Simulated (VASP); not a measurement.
# NiO2 (P-3m1) in VASP: a series of runs, part 2 of 2

VASP 6.6.1. The steps go on from the part before.

**3. Single point, LDA**

This run uses another cell than the first one, of the same volume but with other edges.

The input, INCAR:

```
PREC = Accurate
ENCUT = 600
EDIFF = 1E-6
ISMEAR = 0
SIGMA = 0.05
LREAL = F
LASPH = T
NELM = 120
ALGO = Normal
ISIF = 2
LWAVE = F
LCHARG = T
GGA = CA
LELF = T
LVHAR = T
NBANDS = 22
GGA_COMPAT = F
```

The input, KPOINTS:

```
Automatic mesh
0
Gamma
  12 12 6
```

The input, POSCAR:

```
NiO2
1.0
    2.8940625823      0.0000000000      0.0000000000
   -1.4470312911      2.5063317164      0.0000000000
    0.0000000000      0.0000000000      3.8331858902
Ni O
1 2
Direct
    0.0000000000      0.0000000000      0.5000000000
    0.6666666667      0.3333333333      0.7067356968
    0.3333333333      0.6666666667      0.2932643032
```

Potentials or basis: VASP PAW LDA potentials, release 64 (Ni_sv_GW, O).

The run is started by

```bash
cat potpaw_LDA.64/Ni_sv_GW/POTCAR potpaw_LDA.64/O/POTCAR > POTCAR
mpirun -np 1 vasp_std > vasp.out
```

OUTCAR:

```text
PREC = Accurate
   ENCUT = 600
   EDIFF = 1E-6
   ISMEAR = 0
   LREAL = F
   LASPH = T
   NELM = 120
   ISIF = 2
   GGA = CA

 ion  position               nearest neighbor table
   1  0.000  0.000  0.500-   2 1.85   3 1.85   3 1.85   2 1.85   2 1.85   3 1.85
   2  0.667  0.333  0.707-   1 1.85   1 1.85   1 1.85
   3  0.333  0.667  0.293-   1 1.85   1 1.85   1 1.85

  LATTYP: Found a hexagonal cell.
 ALAT       =     2.8940625823
 C/A-ratio  =     1.3245000000

  Lattice vectors:

 A1 = (   2.8940625823,   0.0000000000,   0.0000000000)
 A2 = (  -1.4470312911,   2.5063317164,   0.0000000000)
 A3 = (   0.0000000000,   0.0000000000,   3.8331858902)

Analysis of symmetry for initial positions (statically):
=====================================================================
 Subroutine PRICEL returns:
 Original cell was already a primitive cell.

 Routine SETGRP: Setting up the symmetry group for a
 hexagonal supercell.

 Subroutine GETGRP returns: Found 12 space group operations
 (whereof 12 operations were pure point group operations)
 out of a pool of 24 trial point group operations.

The static configuration has the point symmetry D_3d.

Analysis of symmetry for dynamics (positions and initial velocities):
=====================================================================
 Subroutine PRICEL returns:
 Original cell was already a primitive cell.

 Routine SETGRP: Setting up the symmetry group for a
 hexagonal supercell.

 Subroutine GETGRP returns: Found 12 space group operations
 (whereof 12 operations were pure point group operations)
 out of a pool of 24 trial point group operations.

The dynamic configuration has the point symmetry D_3d.

[... 112 lines left out ...]
   NUPDOWN=      -1.0000    fix difference up-down
   EMIN   =  10.00;   EMAX   =-10.00  energy-range for DOS
   EFERMI =   0.00;   METHOD = LEGACY
   ISMEAR =     0;   SIGMA  =   0.05  broadening in eV -4-tet -1-fermi 0-gaus
   EFERMI_NEDOS =   21; number of points for ismear=-14 and -15
   IALGO  =     38    algorithm
   IMIX   =      4    mixing-type and parameters
     AMIX     =   0.40;   BMIX     =  1.00
     AMIX_MAG =   1.60;   BMIX_MAG =  1.00
  volume/ion in A,a.u.               =       9.27        62.54
  Fermi-wavevector in a.u.,A,eV,Ry     =   1.679113  3.173063 38.360522  2.819419
  Thomas-Fermi vector in A             =   2.763082
   LORBIT       =      0    0 simple, 1 ext, 2 COOP (PROOUT), +10 PAW based schemes
   GGA     = CA    functional components
   LHFCALC =     F    Hartree Fock is set to
   AEXX    =    0.0000 exact exchange contribution
   IVDW    =     0    specifies the selected vdW correction
   LEPSILON=     F    determine dielectric tensor
   LRPA    =     F    only Hartree local field effects (RPA)
 non-spin polarized calculation
 Gauss-broadening in eV      SIGMA  =   0.05
  energy-cutoff  :      600.00
  volume of cell :       27.80
 maximum number of plane-waves:       945
   NGX = 11   NGY = 11   NGZ = 15

 number of electron      30.0000000 magnetization

 Free energy of the ion-electron system (eV)
  ---------------------------------------------------
  ext. energy  EPLUGINS =         0.00000000
  ---------------------------------------------------
  free energy    TOTEN  =       -20.85811351 eV

  energy without entropy =      -20.85811351  energy(sigma->0) =      -20.85811351

 E-fermi :   3.8360     XC(G=0): -12.5214

 val. band max:        3.6293280163   @ k =   0.0833  -0.0000   0.5000
 cond. band min:       4.0442586466   @ k =   0.3333  -0.0000   0.3333
 fundamental gap:      0.4149306303
 Fermi energy:         3.8359729523

 k-point     1 :       0.0000    0.0000    0.0000
  band No.  band energies     occupation
      1     -99.7842      2.00000
      2     -60.9503      2.00000
      3     -60.9503      2.00000
      4     -60.3468      2.00000
      5     -16.7252      2.00000
      6     -12.9126      2.00000
[... 589 lines left out ...]
     21      21.3544      0.00000
     22      22.5070      0.00000

 [... further k-points ...]

------------------------ aborting loop because EDIFF is reached ----------------------------------------

  FORCE on cell =-STRESS in cart. coord.  units (eV):
  Direction    XX          YY          ZZ          XY          YZ          ZX
  --------------------------------------------------------------------------------------
  -------------------------------------------------------------------------------------
  Total       -1.5910220     -1.5910220      1.7654197     -0.0000000     -0.0000000     -0.0000000
  in kB      -91.6812279    -91.6812279    101.7307409     -0.0000000     -0.0000000     -0.0000000
  external PRESSURE =     -27.2105716 kB  Pullay stress =       0.0000000 kB

 VOLUME and BASIS-vectors are now :
 -----------------------------------------------------------------------------
  energy-cutoff  :      600.00
  volume of cell :       27.80
      direct lattice vectors                 reciprocal lattice vectors
     2.894062582  0.000000000  0.000000000     0.345535030  0.199494742  0.000000000
    -1.447031291  2.506331716  0.000000000     0.000000000  0.398989485  0.000000000
     0.000000000  0.000000000  3.833185890     0.000000000  0.000000000  0.260879600

 POSITION                                       TOTAL-FORCE (eV/Angst)
 -----------------------------------------------------------------------------------
      0.00000      0.00000      1.91659        -0.000000      0.000000      0.000000
      1.44703      0.83544      2.70905         0.000000     -0.000000      1.245122
     -0.00000      1.67089      1.12414        -0.000000      0.000000     -1.245122
 -----------------------------------------------------------------------------------
    total drift:                                0.000000      0.000000      0.000000

  FREE ENERGIE OF THE ION-ELECTRON SYSTEM (eV)
  ---------------------------------------------------
  free  energy   TOTEN  =       -20.8581135118 eV

  energy  without entropy=      -20.8581135118  energy(sigma->0) =      -20.85811351
```

OSZICAR:

```text
N       E                     dE             d eps       ncg     rms          rms(c)
DAV:   1     0.289912875782E+03    0.28991E+03   -0.20775E+04  7378   0.464E+03
DAV:   2    -0.184266161428E+02   -0.30834E+03   -0.29247E+03  7100   0.104E+03
DAV:   3    -0.350687668354E+02   -0.16642E+02   -0.16522E+02  7006   0.254E+02
DAV:   4    -0.354034250481E+02   -0.33466E+00   -0.33440E+00  6132   0.226E+01
DAV:   5    -0.354156959270E+02   -0.12271E-01   -0.12268E-01  5812   0.371E+00    0.300E+01
DAV:   6    -0.440098167093E+02   -0.85941E+01   -0.28321E+02  6502   0.772E+02    0.382E+01
DAV:   7    -0.209029032198E+02    0.23107E+02   -0.70252E+01  6766   0.672E+02    0.542E+00
DAV:   8    -0.208938091989E+02    0.90940E-02   -0.32383E+00  7034   0.340E+01    0.256E+00
DAV:   9    -0.208623906575E+02    0.31419E-01   -0.61264E-02  6922   0.768E+00    0.102E+00
DAV:  10    -0.208593713604E+02    0.30193E-02   -0.35213E-02  7666   0.992E+00    0.353E-01
DAV:  11    -0.208589422225E+02    0.42914E-03   -0.18456E-02  7176   0.868E+00    0.295E-01
DAV:  12    -0.208582197418E+02    0.72248E-03   -0.65784E-03  6692   0.532E+00    0.102E-01
DAV:  13    -0.208581258248E+02    0.93917E-04   -0.85477E-04  7150   0.177E+00    0.332E-02
DAV:  14    -0.208581140672E+02    0.11758E-04   -0.48190E-05  6300   0.350E-01    0.669E-03
DAV:  15    -0.208581135118E+02    0.55536E-06   -0.36347E-06  3586   0.104E-01
   1 F= -.20858114E+02 E0= -.20858114E+02  d E =-.134180E-10
```

stdout:

```text
POSCAR found type information on POSCAR NiO
 POSCAR found :  2 types and       3 ions
 scaLAPACK will be used
 LDA part: xc-table for (Slater(with rela. corr.)+CA(PZ))
 , standard interpolation
 POSCAR, INCAR and KPOINTS ok, starting setup
 FFT: planning ... GRIDC
 FFT: planning ... GRID_SOFT
 FFT: planning ... GRID
 WAVECAR not read
 entering main loop
```

Run time: 60 s. Hardware: 1 thread of AMD EPYC 7R13 (Zen 3), shared host; peak memory 0.18 GiB.

Results:

```yaml
Free_energy: -20.8581 eV
Pressure: -2.7 GPa
Largest_force: 1.245 eV/Å
Band_gap_on_the_k_mesh: 0.41 eV (least direct gap 0.80 eV)
```

Forces on the atoms (eV/Å):
```
Ni   0.000  0.000  0.000
O    0.000  0.000  1.245
O    0.000  0.000 -1.245
```

Caveat: the stress differs along the axes, from -9 to 10 GPa; the run has no spin polarisation, though such a crystal can be magnetic; forces of over 1 eV/Å act on the atoms, so gaps and moduli don't describe the material at rest. A k mesh can miss the band edges.

**4. Single point, LDA**

This run uses another cell than the first one, of the same volume but with other edges.

The input, INCAR:

```
PREC = Accurate
ENCUT = 700
EDIFF = 1E-6
ISMEAR = 0
SIGMA = 0.05
LREAL = False
LASPH = True
NELM = 120
ALGO = Normal
ISIF = 2
LWAVE = False
LCHARG = True
LELF = True
LVHAR = True
NBANDS = 22
GGA_COMPAT = False
```

The input, KPOINTS:

```
regular mesh
0
Gamma
  12 12 6
```

The input, POSCAR:

```
NiO2
1.0
    2.8038519370      0.0000000000      0.0000000000
   -1.4019259685      2.4282070059      0.0000000000
    0.0000000000      0.0000000000      4.0838103463
Ni O
1 2
Direct
    0.0000000000      0.0000000000      0.5000000000
    0.6666666667      0.3333333333      0.7067356968
    0.3333333333      0.6666666667      0.2932643032
```

Potentials or basis: VASP PAW LDA potentials, release 64 (Ni_sv_GW, O).

The run is started by

```bash
cat potpaw_LDA.64/Ni_sv_GW/POTCAR potpaw_LDA.64/O/POTCAR > POTCAR
mpirun -np 1 vasp_std > vasp.out
```

OUTCAR:

```text
PREC = Accurate
   ENCUT = 700
   EDIFF = 1E-6
   ISMEAR = 0
   LREAL = False
   LASPH = True
   NELM = 120
   ISIF = 2

 ion  position               nearest neighbor table
   1  0.000  0.000  0.500-   2 1.83   3 1.83   2 1.83   3 1.83   2 1.83   3 1.83
   2  0.667  0.333  0.707-   1 1.83   1 1.83   1 1.83
   3  0.333  0.667  0.293-   1 1.83   1 1.83   1 1.83

  LATTYP: Found a hexagonal cell.
 ALAT       =     2.8038519370
 C/A-ratio  =     1.4565000000

  Lattice vectors:

 A1 = (   2.8038519370,   0.0000000000,   0.0000000000)
 A2 = (  -1.4019259685,   2.4282070059,   0.0000000000)
 A3 = (   0.0000000000,   0.0000000000,   4.0838103463)

Analysis of symmetry for initial positions (statically):
=====================================================================
 Subroutine PRICEL returns:
 Original cell was already a primitive cell.

 Routine SETGRP: Setting up the symmetry group for a
 hexagonal supercell.

 Subroutine GETGRP returns: Found 12 space group operations
 (whereof 12 operations were pure point group operations)
 out of a pool of 24 trial point group operations.

The static configuration has the point symmetry D_3d.

[... 160 lines left out ...]
  energy without entropy =      -21.01434995  energy(sigma->0) =      -21.01434995

 E-fermi :   3.8572     XC(G=0): -12.4398

 val. band max:        3.5523922015   @ k =   0.0833   0.0000   0.5000
 cond. band min:       4.1871971411   @ k =   0.3333   0.0000   0.3333
 fundamental gap:      0.6348049396
 Fermi energy:         3.8571877590

 k-point     1 :       0.0000    0.0000    0.0000
  band No.  band energies     occupation
      1     -99.9919      2.00000
      2     -61.1045      2.00000
      3     -61.1045      2.00000
      4     -60.6405      2.00000
      5     -16.9472      2.00000
      6     -13.4116      2.00000
[... 589 lines left out ...]
     21      20.7147      0.00000
     22      23.4853      0.00000

 [... further k-points ...]

------------------------ aborting loop because EDIFF is reached ----------------------------------------

  FORCE on cell =-STRESS in cart. coord.  units (eV):
  Direction    XX          YY          ZZ          XY          YZ          ZX
  --------------------------------------------------------------------------------------
  -------------------------------------------------------------------------------------
  Total        0.7219203      0.7219203      1.9050391     -0.0000000      0.0000000      0.0000000
  in kB       41.6000154     41.6000154    109.7761841     -0.0000000      0.0000000      0.0000000
  external PRESSURE =      64.3254050 kB  Pullay stress =       0.0000000 kB

 VOLUME and BASIS-vectors are now :
 -----------------------------------------------------------------------------
  energy-cutoff  :      700.00
  volume of cell :       27.80
      direct lattice vectors                 reciprocal lattice vectors
     2.803851937  0.000000000  0.000000000     0.356652214  0.205913252  0.000000000
    -1.401925969  2.428207006  0.000000000     0.000000000  0.411826503  0.000000000
     0.000000000  0.000000000  4.083810346     0.000000000  0.000000000  0.244869354

 POSITION                                       TOTAL-FORCE (eV/Angst)
 -----------------------------------------------------------------------------------
      0.00000      0.00000      2.04191        -0.000000      0.000000      0.000000
      1.40193      0.80940      2.88617         0.000000      0.000000      1.233834
     -0.00000      1.61880      1.19764        -0.000000     -0.000000     -1.233834
 -----------------------------------------------------------------------------------
    total drift:                                0.000000      0.000000      0.000000

  FREE ENERGIE OF THE ION-ELECTRON SYSTEM (eV)
  ---------------------------------------------------
  free  energy   TOTEN  =       -21.0143499547 eV

  energy  without entropy=      -21.0143499547  energy(sigma->0) =      -21.01434995
```

stdout:

```text
POSCAR found type information on POSCAR NiO
 POSCAR found :  2 types and       3 ions
 scaLAPACK will be used
 LDA part: xc-table for (Slater(with rela. corr.)+CA(PZ))
 , standard interpolation
 POSCAR, INCAR and KPOINTS ok, starting setup
 FFT: planning ... GRIDC
 FFT: planning ... GRID_SOFT
 FFT: planning ... GRID
 WAVECAR not read
 entering main loop
```

Wall time 35 s (1 thread of Intel Xeon 6975P-C (Granite Rapids), shared host); peak memory 0.22 GiB.

What came out:

```
Free energy            : -21.0143 eV
Pressure               : 6.4 GPa
Largest force          : 1.234 eV/Å
Band gap on the k mesh : 0.63 eV (least direct gap 1.11 eV)
```

Forces in eV/Å, atoms in the order of the input:
```
Ni   0.000  0.000  0.000
O    0.000  0.000  1.234
O    0.000  0.000 -1.234
```

Caveat: the stress differs along the axes, from 4 to 11 GPa; the run has no spin polarisation, though such a crystal can be magnetic; forces of over 1 eV/Å act on the atoms, so gaps and moduli don't describe the material at rest.

**5. Overview**

```csv
cell,cutoff (eV),gap on the mesh (eV),pressure (GPa),largest force (eV/Å)
"a = 2.763, b = 2.763, c = 4.206 Å, angles 90.0, 90.0, 120.0°, 3 atoms, atomic positions A",700,0.67,-6.7,0.86
"a = 2.894, b = 2.894, c = 3.833 Å, angles 90.0, 90.0, 120.0°, 3 atoms, atomic positions B",600,0.41,-2.7,1.25
"a = 2.804, b = 2.804, c = 4.084 Å, angles 90.0, 90.0, 120.0°, 3 atoms, atomic positions B",700,0.63,6.4,1.23
```

Alike in all rows: task single point; level LDA; potentials or basis VASP PAW LDA potentials, release 64 (Ni_sv_GW, O); no spin polarisation; k mesh 12 × 12 × 6; smearing gaussian 0.05 eV.

Caveats: the run has no spin polarisation, though such a crystal can be magnetic; forces of over 1 eV/Å act on the atoms, so gaps and moduli don't describe the material at rest (at least some runs); the cell stands under tension (at least some runs); the stress differs along the axes, from -9 to 10 GPa (at least some runs); the stress differs along the axes, from 4 to 11 GPa (at least some runs).

Absolute energies hang on the potentials; compare differences alone.
